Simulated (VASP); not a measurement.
Input of a VASP 6.6.1 run:

File INCAR:

```
  PREC = Accurate
  ENCUT = 600
  EDIFF = 1E-6
  ISMEAR = -1
  SIGMA = 0.05
  LREAL = F
  LASPH = T
  NELM = 80
  ALGO = Normal
  ISIF = 3
  LWAVE = F
  LCHARG = F
  GGA = PE
  IBRION = 2
  NSW = 80
  EDIFFG = -0.01
```

Contents of KPOINTS:

```
regular mesh
0
Gamma
  18 18 18
```

The input POSCAR:

```
Cu
1.0
    0.0000000000      1.8074800000      1.8074800000
    1.8074800000      0.0000000000      1.8074800000
    1.8074800000      1.8074800000      0.0000000000
Cu
1
Direct
    0.0000000000      0.0000000000      0.0000000000
```

Potentials or basis: VASP PAW PBE potentials, release 64 (Cu).

The run is started by

```bash
$ cat potpaw_PBE.64/Cu/POTCAR > POTCAR
$ mpirun -np 1 vasp_std > vasp.out
```

(1) Predict the relaxed volume.

(2) What does it give for the relaxed cell?

Results:

(1) 12.01 Å³/atom.

(2) a = 2.571 Å, b = 2.571 Å, c = 2.571 Å, α = 60.00°, β = 60.00°, γ = 60.00°.
